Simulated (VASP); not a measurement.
Input of a VASP 6.6.1 run:

INCAR

```
SYSTEM = VRu
  AGGAC = 1.0
  AGGAX = 1.0
  ALDAC = 0.0
  ALDAX = 1.0
  ALGO = Normal
  EDIFF = 1E-6
  ENCUT = 500
  GGA = B5
  GGA_COMPAT = .False.
  ISIF = 2
  ISMEAR = -1
  ISPIN = 2
  LASPH = .True.
  LCHARG = .True.
  LELF = .True.
  LMAXMIX = 4
  LORBIT = 11
  LREAL = .False.
  LVHAR = .True.
  LWAVE = .False.
  MAGMOM = 2 0
  NBANDS = 24
  NELM = 200
  PREC = Accurate
  SIGMA = 0.1
```

Contents of KPOINTS:

```
k-points
0
Gamma
  6 6 6
  0 0 0
```

File POSCAR:

```
VRu
1.0
    2.9900000000      0.0000000000      0.0000000000
    0.0000000000      2.9900000000      0.0000000000
    0.0000000000      0.0000000000      2.9900000000
V Ru
1 1
Direct
    0.5000000000      0.5000000000      0.5000000000
    0.0000000000      0.0000000000      0.0000000000
```

Potentials or basis: VASP PAW PBE potentials, release 64 (V_sv, Ru_pv).

Command:

```sh
$ cat potpaw_PBE.64/V_sv/POTCAR potpaw_PBE.64/Ru_pv/POTCAR > POTCAR
$ mpirun -np 1 vasp_std > vasp.out
```

Task: What does it give for the pressure?

Result: 14.4 GPa.

Task: Estimate the net moment.

Result: 0.00 μB per cell.

Caveat: the cell stands under pressure; the PAW data sets were made with another functional, which shifts forces and pressure a little.
